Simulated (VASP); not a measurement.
Set up this calculation in VASP 6.6.1, as the native input.

```
Task                   : relaxation of cell and atoms
Functional             : BLYP
Dispersion             : D4
Potentials or basis    : VASP PAW PBE potentials, release 64 (Sn_d)
Cutoff                 : 600 eV
k mesh                 : 7 × 7 × 7
Occupations            : fermi-dirac, width 0.05 eV
Spin                   : no spin polarisation
Dipole correction      : no
Further INCAR settings : ALGO = Normal; EDIFF = 1e-06; IBRION = 2; EDIFFG = -0.005; NSW = 80; ISIF = 3
```

The structure of Sn lies in POSCAR:

```
Sn
1.0
    0.0000000000      3.2333428000      3.2333428000
    3.2333428000      0.0000000000      3.2333428000
    3.2333428000      3.2333428000      0.0000000000
Sn
2
Direct
    0.7500000000      0.7500000000      0.7500000000
    0.5000000000      0.5000000000      0.5000000000
```

This isn't the form of Sn at room conditions, which is tetragonal (white tin).

These files were run (other wordings do the same):

INCAR

```
  PREC = Accurate
  ENCUT = 600
  EDIFF = 1E-6
  ISMEAR = -1
  SIGMA = 0.05
  LREAL = False
  LASPH = True
  NELM = 100
  ALGO = Normal
  ISIF = 3
  LWAVE = False
  LCHARG = False
  GGA = B5
  ALDAX = 1.0
  AGGAX = 1.0
  AGGAC = 1.0
  ALDAC = 0.0
  IVDW = 13
  VDW_S6 = 1.0
  VDW_S8 = 2.34076671
  VDW_A1 = 0.44488865
  VDW_A2 = 4.0933009
  IBRION = 2
  NSW = 80
  EDIFFG = -0.005
```

KPOINTS

```
regular mesh
0
Gamma
  7 7 7
```

Potentials or basis: VASP PAW PBE potentials, release 64 (Sn_d).

The run is started by

```console
$ cat potpaw_PBE.64/Sn_d/POTCAR > POTCAR
$ mpirun -np 1 vasp_std > vasp.out
```

Results of the run:

* Relaxed volume: 36.32 Å³/atom
* Relaxed cell: a = 4.683 Å, b = 4.683 Å, c = 4.683 Å, α = 60.00°, β = 60.00°, γ = 60.00°
* Space group after relaxing (to 0.1 Å): Fd-3m (No. 227)
* Energy gained by relaxing: 22.8 meV/atom
* Ionic steps: 3
* Pressure after relaxing: 0.0 GPa
* Band gap on the k mesh: zero (bands 14 and 15 overlap by 0.19 eV)
* Dispersion energy per atom: -0.587 eV

Caveat: the PAW data sets were made with another functional, which shifts forces and pressure a little; spin-orbit coupling is left out, which moves the levels of the heavy elements.

Wall time 4.1 min on 1 thread of Intel Xeon 8259CL (shared host), peak memory 0.25 GiB.
